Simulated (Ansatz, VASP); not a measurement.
## Ga in VASP and in Ansatz

```
Ga
1.0
     2.22487   -3.77074    0.00000
     2.22487    3.77074    0.00000
     0.00000    0.00000    4.45566
Ga
4
Direct
  0.15250 0.84750 0.07850
  0.65250 0.34750 0.42150
  0.84750 0.15250 0.92150
  0.34750 0.65250 0.57850
```

Change from the starting cell: volume scaled by 0.96, PAW files.

Alike in both runs: task electric field gradients; functional PBEsol; k mesh 9 × 9 × 8; occupations fermi-dirac, width 0.05 eV; no spin polarisation.

|  | VASP | Ansatz |
| --- | --- | --- |
| version | VASP 6.6.1 | Ansatz 0.2.0 |
| potentials or method | VASP PAW PBE potentials, release 64 (Ga_d) | PAW with Ansatz's default frozen-core files, scalar-relativistic |
| plane-wave cutoff (eV) | 520 | 420 |
| valence electrons in the cell | 52 | 52 |

```tsv
	VASP	Ansatz	Ansatz less VASP
pressure (GPa)	1.3	1.3	-0.07
traceless stress, the component that is largest in VASP (GPa)	1.92	1.94	+0.018
rms of the force components (eV/Å)	0.267	0.271	+0.0042
size of Vzz on the site where it differs most (V/Å²)	54.2	56.1	+1.90
```

VASP's potentials were made for PBE, not for PBEsol. Atom by atom the forces differ by 0.004 eV/Å (rms over components).
